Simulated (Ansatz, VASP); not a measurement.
F in VASP and in Ansatz

```
CELL_PARAMETERS angstrom
1.99890 0.00000 0.00000
-0.99945 1.73110 0.00000
0.00000 0.00000 2.75972
ATOMIC_POSITIONS crystal
F 0.33333 0.66667 0.25000
F 0.66667 0.33333 0.75000
```

Change from the starting cell: volume scaled by 0.45, LAPW.

Alike in both runs: task single point; functional PBE; k mesh 18 × 18 × 10; occupations fermi-dirac, width 0.05 eV; no spin polarisation.

|  | VASP | Ansatz |
| --- | --- | --- |
| version | VASP 6.6.1 | Ansatz 0.2.0 |
| potentials or method | VASP PAW PBE potentials, release 64 (F), cutoff 520 eV | all-electron LAPW, scalar-relativistic |

Ansatz gave:

* pressure (GPa): 279.9
* traceless stress, the component that is largest in VASP (GPa): 0.00

Q: Estimate VASP's values.

A: Pressure (GPa): 279.5; traceless stress, the component that is largest in VASP (GPa): 0.47.

Both programs put the cell under a high pressure, so it lies far from rest at this level. Ansatz ran all-electron here, and VASP with PAW potentials.

Noted on VASP's run: the cell as given lies far from equilibrium.
